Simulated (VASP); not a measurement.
# Si2Ni (fluorite type) (Fm-3m) in VASP: further runs

Si2Ni (fluorite type) is run at these levels: PBE; tasks: single point, relaxation of cell and atoms.

All numbers are computed with VASP 6.6.1; they aren't measurements. Logs are shortened: lines on timing, memory, paths and dates and some standing lists are left out, and cuts for length are marked.

### Step 1. The cell of the first run

The structure is cubic, space group Fm-3m (No. 225). Conventional cell: a = 4.642 Å, b = 4.642 Å, c = 4.642 Å, α = 90.00°, β = 90.00°, γ = 90.00°. Ni (site symmetry m-3m) has 8 Si at 2.01 Å within 2.7 Å. Within 2.7 Å of Si (site symmetry -43m) lie 4 Ni at 2.01 Å and 6 Si at 2.32 Å.

### Step 2. Single point, PBE (volume scaled by 0.62)

Contents of INCAR:

```
SYSTEM = Si2Ni
ALGO = Normal ; EDIFF = 1E-7
ENCUT = 520 ; GGA = PE
ISIF = 2 ; ISMEAR = -1
LASPH = .True. ; LCHARG = .False.
LREAL = .False. ; LWAVE = .False.
NBANDS = 16 ; NELM = 100
PREC = Accurate ; SIGMA = 0.05
```

Contents of KPOINTS:

```
k-points
0
Gamma
  10 10 10
  0 0 0
```

Contents of POSCAR:

```
Si2Ni
1.0
    0.0000000000      2.3211432314      2.3211432314
    2.3211432314      0.0000000000      2.3211432314
    2.3211432314      2.3211432314      0.0000000000
Ni Si
1 2
Direct
    0.0000000000      0.0000000000      0.0000000000
    0.2500000000      0.2500000000      0.2500000000
    0.7500000000      0.7500000000      0.7500000000
```

Potentials or basis: VASP PAW PBE potentials, release 64 (Ni, Si).

Started as:

```
cat potpaw_PBE.64/Ni/POTCAR potpaw_PBE.64/Si/POTCAR > POTCAR
mpirun -np 1 vasp_std > vasp.out
```

OUTCAR:

```text
SYSTEM = Si2Ni
   EDIFF = 1E-7
   ENCUT = 520
   GGA = PE
   ISIF = 2
   ISMEAR = -1
   LASPH = .True.
   LREAL = .False.
   NELM = 100
   PREC = Accurate

 ion  position               nearest neighbor table
   1  0.000  0.000  0.000-   3 2.01   3 2.01   3 2.01   2 2.01   3 2.01   2 2.01   2 2.01   2 2.01

   2  0.250  0.250  0.250-   1 2.01   1 2.01   1 2.01   1 2.01   3 2.32   3 2.32   3 2.32   3 2.32
                             3 2.32   3 2.32
   3  0.750  0.750  0.750-   1 2.01   1 2.01   1 2.01   1 2.01   2 2.32   2 2.32   2 2.32   2 2.32
                             2 2.32   2 2.32

  LATTYP: Found a face centered cubic cell.
 ALAT       =     4.6422864628

  Lattice vectors:

 A1 = (   0.0000000000,   2.3211432314,   2.3211432314)
 A2 = (   2.3211432314,   0.0000000000,   2.3211432314)
 A3 = (   2.3211432314,   2.3211432314,   0.0000000000)

Analysis of symmetry for initial positions (statically):
=====================================================================
 Subroutine PRICEL returns:
 Original cell was already a primitive cell.

 Routine SETGRP: Setting up the symmetry group for a
 face centered cubic supercell.

 Subroutine GETGRP returns: Found 48 space group operations
 (whereof 48 operations were pure point group operations)
 out of a pool of 48 trial point group operations.

The static configuration has the point symmetry O_h .

Analysis of symmetry for dynamics (positions and initial velocities):
=====================================================================
 Subroutine PRICEL returns:
 Original cell was already a primitive cell.

 Routine SETGRP: Setting up the symmetry group for a
 face centered cubic supercell.

 Subroutine GETGRP returns: Found 48 space group operations
 (whereof 48 operations were pure point group operations)
 out of a pool of 48 trial point group operations.

The dynamic configuration has the point symmetry O_h .

 Subroutine INISYM returns: Found 48 space group operations
 (whereof 48 operations are pure point group operations),
 and found     1 'primitive' translations

----------------------------------------------------------------------------------------

                                     Primitive cell

  volume of cell :      25.0113

  direct lattice vectors                    reciprocal lattice vectors
     0.000000000  2.321143231  2.321143231    -0.215411093  0.215411093  0.215411093
[... 78 lines left out ...]
 SYSTEM =  Si2Ni
   PREC   = accura    normal or accurate (medium, high low for compatibility)
   ISTART =      0    job   : 0-new  1-cont  2-samecut
   ICHARG =      2    charge: 1-file 2-atom 10-const
   ISPIN  =      1    spin polarized calculation?
   LNONCOLLINEAR =      F non collinear calculations
   LSORBIT =      F    spin-orbit coupling
   LASPH  =      T    aspherical Exc in radial PAW
   ENCUT  =  520.0 eV  38.22 Ry    6.18 a.u.   6.10  6.10  6.10*2*pi/ulx,y,z
   NELM   =    100;   NELMIN=  2; NELMDL= -5     # of ELM steps
   EDIFF  = 0.1E-06   stopping-criterion for ELM
   LREAL  =      F    real-space projection
   EDIFFG = 0.1E-05   stopping-criterion for IOM
   NSW    =      0    number of steps for IOM
   IBRION =     -1    ionic relax: 0-MD 1-quasi-New 2-CG
   NFREE  =      0    steps in history (QN), initial steepest desc. (CG)
   ISIF   =      2    stress and relaxation
   ISYM   =      2    0-nonsym 1-usesym 2-fastsym
   POTIM  = 0.5000    time-step for ionic-motion
   TEBEG  =    0.0;   TEEND  =   0.0 temperature during run
   PSTRESS=    0.0 pullay stress
   NELECT =      18.0000    total number of electrons
   NUPDOWN=      -1.0000    fix difference up-down
   EMIN   =  10.00;   EMAX   =-10.00  energy-range for DOS
[... 5 lines left out ...]
     AMIX     =   0.40;   BMIX     =  1.00
     AMIX_MAG =   1.60;   BMIX_MAG =  1.00
  volume/ion in A,a.u.               =       8.34        56.26
  Fermi-wavevector in a.u.,A,eV,Ry     =   1.467080  2.772379 29.284133  2.152323
  Thomas-Fermi vector in A             =   2.582740
   LORBIT       =      0    0 simple, 1 ext, 2 COOP (PROOUT), +10 PAW based schemes
   GGA     = PE    functional components
   LHFCALC =     F    Hartree Fock is set to
   AEXX    =    0.0000 exact exchange contribution
   IVDW    =     0    specifies the selected vdW correction
   LEPSILON=     F    determine dielectric tensor
   LRPA    =     F    only Hartree local field effects (RPA)
 non-spin polarized calculation
  energy-cutoff  :      520.00
  volume of cell :       25.01
 maximum number of plane-waves:       692
   NGX = 13   NGY = 13   NGZ = 13

 number of electron      18.0000002 magnetization

 Free energy of the ion-electron system (eV)
  ---------------------------------------------------
  ext. energy  EPLUGINS =         0.00000000
  ---------------------------------------------------
  free energy    TOTEN  =       -11.01157938 eV

  energy without entropy =      -11.00496881  energy(sigma->0) =      -11.00827409

 E-fermi :  19.1018     XC(G=0): -13.8459

 val. band max:       18.9667132885   @ k =   0.4000   0.4000   0.0000
 cond. band min:      19.1021943985   @ k =   0.5000   0.4000   0.0000
 fundamental gap:      0.1354811100
 Fermi energy:        19.1018368347

 k-point     1 :       0.0000    0.0000    0.0000
  band No.  band energies     occupation
      1      -0.1904      2.00000
      2       9.7321      2.00000
      3       9.7321      2.00000
      4       9.7321      2.00000
      5      11.8001      2.00000
      6      11.8001      2.00000
[... 433 lines left out ...]
      3       9.1707      2.00000
      4      10.6129      2.00000
      5      10.7105      2.00000
      6      12.4672      2.00000
[... 8 lines left out ...]
     15      29.7880      0.00000
     16      31.3995      0.00000

 [... further k-points ...]
[... 5 lines left out ...]
  --------------------------------------------------------------------------------------
  -------------------------------------------------------------------------------------
  Total       31.9829208     31.9829208     31.9829208      0.0000000      0.0000000     -0.0000000
  in kB     2048.7685011   2048.7685011   2048.7685011      0.0000000      0.0000000     -0.0000000
  external PRESSURE =    2048.7685011 kB  Pullay stress =       0.0000000 kB

 VOLUME and BASIS-vectors are now :
 -----------------------------------------------------------------------------
  energy-cutoff  :      520.00
  volume of cell :       25.01
      direct lattice vectors                 reciprocal lattice vectors
     0.000000000  2.321143231  2.321143231    -0.215411093  0.215411093  0.215411093
     2.321143231  0.000000000  2.321143231     0.215411093 -0.215411093  0.215411093
     2.321143231  2.321143231  0.000000000     0.215411093  0.215411093 -0.215411093

 POSITION                                       TOTAL-FORCE (eV/Angst)
 -----------------------------------------------------------------------------------
      0.00000      0.00000      0.00000        -0.000000     -0.000000     -0.000000
      1.16057      1.16057      1.16057        -0.000000     -0.000000      0.000000
      3.48171      3.48171      3.48171         0.000000      0.000000     -0.000000
 -----------------------------------------------------------------------------------
    total drift:                               -0.000000      0.000000      0.000000

  FREE ENERGIE OF THE ION-ELECTRON SYSTEM (eV)
  ---------------------------------------------------
  free  energy   TOTEN  =       -11.0115793810 eV

  energy  without entropy=      -11.0049688069  energy(sigma->0) =      -11.00827409
```

OSZICAR:

```text
N       E                     dE             d eps       ncg     rms          rms(c)
DAV:   1     0.786526233661E+02    0.78653E+02   -0.81649E+03  1544   0.130E+03
DAV:   2    -0.989485506241E+01   -0.88547E+02   -0.81644E+02  1648   0.249E+02
DAV:   3    -0.135784484895E+02   -0.36836E+01   -0.36527E+01  1976   0.532E+01
DAV:   4    -0.136229539560E+02   -0.44505E-01   -0.44494E-01  1784   0.566E+00
DAV:   5    -0.136238566079E+02   -0.90265E-03   -0.90264E-03  1928   0.813E-01    0.248E+01
DAV:   6    -0.139863378728E+02   -0.36248E+00   -0.24481E+01  1712   0.130E+02    0.160E+01
DAV:   7    -0.111979704403E+02    0.27884E+01   -0.84278E+00  1904   0.875E+01    0.724E+00
DAV:   8    -0.110549513041E+02    0.14302E+00   -0.36107E-01  1656   0.440E+00    0.243E+00
DAV:   9    -0.110110023322E+02    0.43949E-01   -0.73957E-02  1904   0.770E+00    0.335E-01
DAV:  10    -0.110116018042E+02   -0.59947E-03   -0.71058E-03  1752   0.794E-01    0.102E-01
DAV:  11    -0.110115895480E+02    0.12256E-04   -0.10802E-04  2368   0.126E-01    0.696E-02
DAV:  12    -0.110115765385E+02    0.13010E-04   -0.24228E-05  1744   0.581E-02    0.265E-02
DAV:  13    -0.110115791269E+02   -0.25884E-05   -0.16446E-06  1888   0.203E-02    0.689E-03
DAV:  14    -0.110115793515E+02   -0.22466E-06   -0.50513E-08  1360   0.243E-03    0.214E-03
DAV:  15    -0.110115793810E+02   -0.29488E-07   -0.42491E-08  1032   0.565E-03
   1 F= -.11011579E+02 E0= -.11008274E+02  d E =-.661057E-02
```

Wall time 12 s (1 thread of Intel Xeon 6975P-C, shared host); peak memory 0.15 GiB.

What came out:

```yaml
Free_energy: -11.0116 eV
Pressure: 204.9 GPa
Band_gap_on_the_k_mesh: zero (band 9 reaches 19.95 eV, above the bottom of band 10 at 18.92 eV)
```

Levels at points of the mesh, in eV from the Fermi level:
```csv
k point,band 7,band 8,band 9,band 10,band 11,band 12
"(0.00, 0.00, 0.00)",0.67,0.67,0.67,2.16,2.16,2.16
"(0.50, 0.00, 0.00)",-6.85,-3.08,-3.08,1.60,1.60,1.86
"(0.50, 0.50, 0.00)",-7.13,-6.68,-6.41,-0.18,0.18,6.75
```

Caveat: the cell differs from its parent crystal (volume scaled by 0.62). Spin polarisation is off, so any magnetic state and its effect on volume and gap are missing.

### Step 3. Single point, PBE

This run uses another cell than the first one, of 13.45 Å³/atom, 1.613 times its volume.

Contents of INCAR:

```
PREC = Accurate ; ENCUT = 520
EDIFF = 1E-6 ; ISMEAR = -1
SIGMA = 0.05 ; LREAL = F
LASPH = T ; NELM = 80
ALGO = Normal ; ISIF = 2
LWAVE = F ; LCHARG = F
GGA = PE ; NBANDS = 16
```

Contents of KPOINTS:

```
Automatic mesh
0
Gamma
  10 10 10
```

Contents of POSCAR:

```
Si2Ni
1.0
    0.0000000000      2.7221039802      2.7221039802
    2.7221039802      0.0000000000      2.7221039802
    2.7221039802      2.7221039802      0.0000000000
Ni Si
1 2
Direct
    0.0000000000      0.0000000000      0.0000000000
    0.2500000000      0.2500000000      0.2500000000
    0.7500000000      0.7500000000      0.7500000000
```

Potentials or basis: VASP PAW PBE potentials, release 64 (Ni, Si).

Started as:

```
cat potpaw_PBE.64/Ni/POTCAR potpaw_PBE.64/Si/POTCAR > POTCAR
mpirun -np 1 vasp_std > vasp.out
```

OUTCAR:

```text
PREC = Accurate
   ENCUT = 520
   EDIFF = 1E-6
   ISMEAR = -1
   LREAL = F
   LASPH = T
   NELM = 80
   ISIF = 2
   GGA = PE

 ion  position               nearest neighbor table
   1  0.000  0.000  0.000-   3 2.36   3 2.36   3 2.36   2 2.36   3 2.36   2 2.36   2 2.36   2 2.36

   2  0.250  0.250  0.250-   1 2.36   1 2.36   1 2.36   1 2.36   3 2.72   3 2.72   3 2.72   3 2.72
                             3 2.72   3 2.72
   3  0.750  0.750  0.750-   1 2.36   1 2.36   1 2.36   1 2.36   2 2.72   2 2.72   2 2.72   2 2.72
                             2 2.72   2 2.72

  LATTYP: Found a face centered cubic cell.
 ALAT       =     5.4442079604

  Lattice vectors:

 A1 = (   0.0000000000,   2.7221039802,   2.7221039802)
 A2 = (   2.7221039802,   0.0000000000,   2.7221039802)
 A3 = (   2.7221039802,   2.7221039802,   0.0000000000)

Analysis of symmetry for initial positions (statically):
=====================================================================
 Subroutine PRICEL returns:
 Original cell was already a primitive cell.

 Routine SETGRP: Setting up the symmetry group for a
 face centered cubic supercell.

 Subroutine GETGRP returns: Found 48 space group operations
 (whereof 48 operations were pure point group operations)
 out of a pool of 48 trial point group operations.

The static configuration has the point symmetry O_h .

Analysis of symmetry for dynamics (positions and initial velocities):
=====================================================================
 Subroutine PRICEL returns:
 Original cell was already a primitive cell.

 Routine SETGRP: Setting up the symmetry group for a
 face centered cubic supercell.

 Subroutine GETGRP returns: Found 48 space group operations
 (whereof 48 operations were pure point group operations)
 out of a pool of 48 trial point group operations.

[... 108 lines left out ...]
   ISIF   =      2    stress and relaxation
   ISYM   =      2    0-nonsym 1-usesym 2-fastsym
   POTIM  = 0.5000    time-step for ionic-motion
   TEBEG  =    0.0;   TEEND  =   0.0 temperature during run
   PSTRESS=    0.0 pullay stress
   NELECT =      18.0000    total number of electrons
   NUPDOWN=      -1.0000    fix difference up-down
   EMIN   =  10.00;   EMAX   =-10.00  energy-range for DOS
[... 5 lines left out ...]
     AMIX     =   0.40;   BMIX     =  1.00
     AMIX_MAG =   1.60;   BMIX_MAG =  1.00
  volume/ion in A,a.u.               =      13.45        90.74
  Fermi-wavevector in a.u.,A,eV,Ry     =   1.250982  2.364013 21.292508  1.564955
  Thomas-Fermi vector in A             =   2.384951
   LORBIT       =      0    0 simple, 1 ext, 2 COOP (PROOUT), +10 PAW based schemes
   GGA     = PE    functional components
   LHFCALC =     F    Hartree Fock is set to
   AEXX    =    0.0000 exact exchange contribution
   IVDW    =     0    specifies the selected vdW correction
   LEPSILON=     F    determine dielectric tensor
   LRPA    =     F    only Hartree local field effects (RPA)
 non-spin polarized calculation
  energy-cutoff  :      520.00
  volume of cell :       40.34
 maximum number of plane-waves:      1106
 NGX is ok and might be reduce to    30
   NGX = 15   NGY = 15   NGZ = 15

 number of electron      17.9999991 magnetization

 Free energy of the ion-electron system (eV)
  ---------------------------------------------------
  ext. energy  EPLUGINS =         0.00000000
  ---------------------------------------------------
  free energy    TOTEN  =       -17.37328999 eV

  energy without entropy =      -17.36491441  energy(sigma->0) =      -17.36910220

 E-fermi :  10.0925     XC(G=0): -11.4899

 val. band max:       10.0578211028   @ k =   0.3000   0.2000   0.0000
 cond. band min:      10.0995221365   @ k =   0.2000   0.1000   0.0000
 fundamental gap:      0.0417010337
 Fermi energy:        10.0925282553

 k-point     1 :       0.0000    0.0000    0.0000
  band No.  band energies     occupation
      1      -3.5087      2.00000
      2       5.0720      2.00000
      3       5.0720      2.00000
      4       5.0720      2.00000
      5       6.7383      2.00000
      6       6.7383      2.00000
[... 433 lines left out ...]
      3       4.4044      2.00000
      4       5.3876      2.00000
      5       5.4283      2.00000
      6       6.9167      2.00000
[... 8 lines left out ...]
     15      18.9860      0.00000
     16      20.7048      0.00000

 [... further k-points ...]
[... 5 lines left out ...]
  --------------------------------------------------------------------------------------
  -------------------------------------------------------------------------------------
  Total       -0.0251641     -0.0251641     -0.0251641      0.0000000      0.0000000      0.0000000
  in kB       -0.9994186     -0.9994186     -0.9994186      0.0000000      0.0000000      0.0000000
  external PRESSURE =      -0.9994186 kB  Pullay stress =       0.0000000 kB

 VOLUME and BASIS-vectors are now :
 -----------------------------------------------------------------------------
  energy-cutoff  :      520.00
  volume of cell :       40.34
      direct lattice vectors                 reciprocal lattice vectors
     0.000000000  2.722103980  2.722103980    -0.183681448  0.183681448  0.183681448
     2.722103980  0.000000000  2.722103980     0.183681448 -0.183681448  0.183681448
     2.722103980  2.722103980  0.000000000     0.183681448  0.183681448 -0.183681448

 POSITION                                       TOTAL-FORCE (eV/Angst)
 -----------------------------------------------------------------------------------
      0.00000      0.00000      0.00000         0.000000     -0.000000      0.000000
      1.36105      1.36105      1.36105         0.000000      0.000000      0.000000
      4.08316      4.08316      4.08316        -0.000000     -0.000000     -0.000000
 -----------------------------------------------------------------------------------
    total drift:                                0.000000     -0.000000     -0.000000

  FREE ENERGIE OF THE ION-ELECTRON SYSTEM (eV)
  ---------------------------------------------------
  free  energy   TOTEN  =       -17.3732899892 eV

  energy  without entropy=      -17.3649144079  energy(sigma->0) =      -17.36910220
```

stdout:

```text
POSCAR found type information on POSCAR NiSi
 POSCAR found :  2 types and       3 ions
 scaLAPACK will be used
 LDA part: xc-table for (Slater+PW92), standard interpolation
 POSCAR, INCAR and KPOINTS ok, starting setup
 FFT: planning ... GRIDC
 FFT: planning ... GRID_SOFT
 FFT: planning ... GRID
 WAVECAR not read
 entering main loop
```

Wall time 30 s (1 thread of Intel Xeon 6975P-C, shared host); peak memory 0.18 GiB.

Results:

```yaml
Free_energy: -17.3733 eV
Pressure: -0.1 GPa
Band_gap_on_the_k_mesh: zero (band 9 reaches 11.81 eV, above the bottom of band 10 at 9.67 eV)
```

[end of part 1 of 2]
